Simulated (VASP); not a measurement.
# H6C2O in VASP: a series of runs, part 2 of 2

VASP 6.6.1. The steps go on from the part before.

**3. Single point, PBE+D3(BJ)**

The input, INCAR:

```
SYSTEM = H6C2O
ALGO     = Normal         ! electronic algorithm
EDIFF    = 1E-6           ! SCF threshold, eV
ENCUT    = 520            ! plane-wave cutoff, eV
GGA      = PE             ! functional
ISIF     = 2              ! what is computed and relaxed
ISMEAR   = -1             ! smearing method
IVDW     = 12             ! dispersion correction
LASPH    = .TRUE.         ! aspherical terms in the spheres
LCHARG   = .TRUE.         ! write CHGCAR
LELF     = .TRUE.         ! ELF
LREAL    = Auto         
LVHAR    = .TRUE.       
LWAVE    = .FALSE.        ! write WAVECAR
NBANDS   = 64             ! bands
NELM     = 60             ! most SCF steps
PREC     = Accurate       ! precision mode
SIGMA    = 0.02           ! smearing width, eV
```

The input, KPOINTS:

```
k-points
0
G
  1 1 1
  0 0 0
```

The input, POSCAR:

```
H6C2O
1.0
    7.0419250000      0.0000000000      0.0000000000
    0.0000000000      7.0419250000      0.0000000000
    0.0000000000      0.0000000000      7.0419250000
C O H
8 4 24
Direct
    0.5874246034      0.6740628450      0.5081139035
    0.4575311438      0.5299403217      0.4140203140
    0.0842667310      0.6075611427      0.8761524725
    0.0121557671      0.7524931038      1.0031773982
    1.0986768533      0.0362968933      0.4922091616
    0.9157155181      0.0874902814      0.3728241922
    0.5490686141      0.2241432563      0.8091395464
    0.4339012415      0.0763995640      0.9156303142
    0.5303379403      0.5067506399      0.2100988011
   -0.1854606517      0.7524647025      1.0498123737
    0.9165533572      0.2876202175      0.3362432857
    0.4390986840      0.0776918243      1.1222783543
    0.4782215090      0.3901632011      0.1626259865
    0.5002609372      0.3896519773      0.4888862065
    0.2865267665      0.5607557593      0.3963830913
    0.4926919841      0.6977921520      0.6323839007
    0.7060001349      0.6059138659      0.5391707523
    0.6110971077      0.8246182684      0.4372525978
   -0.2692729616      0.6389162054      1.0813662457
    0.0861270178      0.7558018582      1.1440763712
    0.0403866840      0.9015290563      0.9580050909
    0.2061794183      0.6577462839      0.7958477263
    0.1448893591      0.4600872631      0.9228584513
   -0.0418351516      0.5838744377      0.7792897539
    0.7945412654      0.3323665049      0.2818547485
    0.9228726520     -0.0063618968      0.2568757833
    0.7862764798      0.0429428033      0.4580423677
    1.1008211533     -0.1235031614      0.5514685260
    1.2062752727      0.0729772044      0.3620316888
    1.1259989278      0.1344092702      0.6070783202
    0.5668052415      0.0234878957      1.1628638476
    0.2785175928      0.1443923359      0.9028781193
    0.3928897283     -0.0723381746      0.8304121387
    0.5280658343      0.1783887218      0.6677861522
    0.5823123649      0.3579418980      0.8722188890
    0.6804957451      0.1481129095      0.7997813098
```

Potentials or basis: VASP PAW PBE potentials, release 64 (C, O, H).

Started as:

```
> cat potpaw_PBE.64/C/POTCAR potpaw_PBE.64/O/POTCAR potpaw_PBE.64/H/POTCAR > POTCAR
> mpirun -np 1 vasp_gam > vasp.out
```

OUTCAR:

```text
SYSTEM = H6C2O
   EDIFF = 1E-6
   ENCUT = 520
   GGA = PE
   ISIF = 2
   ISMEAR = -1
   IVDW = 12
   LASPH = .TRUE.
   LREAL = Auto
   NELM = 60
   PREC = Accurate
 IVDW          = 12

 ion  position               nearest neighbor table
   1  0.587  0.674  0.508-  17 0.99  16 1.11  18 1.18   2 1.52
   2  0.458  0.530  0.414-  14 1.16  15 1.23   1 1.52   9 1.53
   3  0.084  0.608  0.876-  22 1.09  24 1.13  23 1.17   4 1.45
   4  0.012  0.752  0.003-  21 1.11  20 1.12  10 1.43   3 1.45
   5  0.099  0.036  0.492-  30 1.08  28 1.20  29 1.22   6 1.58
[... 332 lines left out ...]
  Total      -7.78542   -11.72683    -1.05965    -0.56141     5.44460     1.02027
  in kB     -35.72057   -53.80430    -4.86181    -2.57584    24.98056     4.68115
  external pressure =      -31.46 kB  Pullay stress =        0.00 kB

 VOLUME and BASIS-vectors are now :
 -----------------------------------------------------------------------------
  energy-cutoff  :      520.00
  volume of cell :      349.20
      direct lattice vectors                 reciprocal lattice vectors
     7.041925000  0.000000000  0.000000000     0.142006625  0.000000000  0.000000000
     0.000000000  7.041925000  0.000000000     0.000000000  0.142006625  0.000000000
     0.000000000  0.000000000  7.041925000     0.000000000  0.000000000  0.142006625

 POSITION                                       TOTAL-FORCE (eV/Angst)
 -----------------------------------------------------------------------------------
      4.13660      4.74670      3.57810        -5.599426      3.653019     -1.213197
      3.22190      3.73180      2.91550        -0.275715     -0.819878     -2.354800
      0.59340      4.27840      6.16980         0.015872     -2.764825     -1.869048
      0.08560      5.29900      0.02237         0.031990      1.290273      3.605577
      0.69488      0.25560      3.46610         0.550370     -0.660103     -2.694418
      6.44840      0.61610      2.62540        -0.343211     -0.054063      3.440621
[... 28 lines left out ...]
      4.10060      2.52060      6.14210        -0.612065      1.017147     -0.252594
      4.79200      1.04300      5.63200         2.150883     -0.040753      0.676358
 -----------------------------------------------------------------------------------
    total drift:                               -0.009480     -0.000725      0.017384

  FREE ENERGIE OF THE ION-ELECTRON SYSTEM (eV)
  ---------------------------------------------------
  free  energy   TOTEN  =      -185.3427871358 eV

  energy  without entropy=     -185.3427871358  energy(sigma->0) =     -185.34278714
```

Wall time 57 s (1 thread of Intel Xeon Platinum 8259CL at 2.50GHz (Skylake/Cascade Lake), shared host); peak memory 0.35 GiB.

Results:

```yaml
Free_energy: -185.3428 eV
Pressure: -3.1 GPa
Largest_force: 6.795 eV/Å
Band_gap_on_the_k_mesh: 4.61 eV
Dispersion_energy_per_atom: -0.040 eV
```

Forces in eV/Å, atoms in the order of the input:
```
C   -5.599  3.653 -1.213
C   -0.276 -0.820 -2.355
C    0.016 -2.765 -1.869
C    0.032  1.290  3.606
C    0.550 -0.660 -2.694
C   -0.343 -0.054  3.441
C    1.517 -3.787  1.044
C   -5.756  0.965 -0.359
O    0.117  0.582  1.344
O   -1.819 -0.094 -0.351
O   -0.256 -0.037 -0.366
O    2.425 -1.015 -0.442
H   -0.477 -0.922 -0.238
H   -1.323  1.257 -0.737
H    2.845 -0.465  0.746
H    1.012  0.406  0.400
H    4.191 -1.757  1.226
H   -0.441 -2.235  0.614
H    1.635  0.662 -0.161
H    0.235 -0.389 -0.311
H   -0.240 -0.500 -0.563
H    0.090  0.436 -0.510
H   -1.277  1.579  0.327
H    1.085 -0.302 -0.049
H    0.493 -0.378  0.189
H   -0.243 -0.445 -1.719
H    0.415  0.499 -0.405
H    0.052  2.307 -1.269
H   -0.658 -1.115  2.487
H   -0.083  0.311  0.386
H   -1.308  0.370 -0.467
H    1.436 -0.985  0.069
H    1.673  2.085  1.684
H   -1.258  1.346 -1.906
H   -0.612  1.017 -0.253
H    2.151 -0.041  0.676
```

Stress tensor (GPa, compression positive):
```
-3.57 -0.26  0.47
-0.26 -5.38  2.50
 0.47  2.50 -0.49
```

Caveat: the k points lie up to 0.89 Å⁻¹ apart, too coarse for converged energies, forces and pressures.
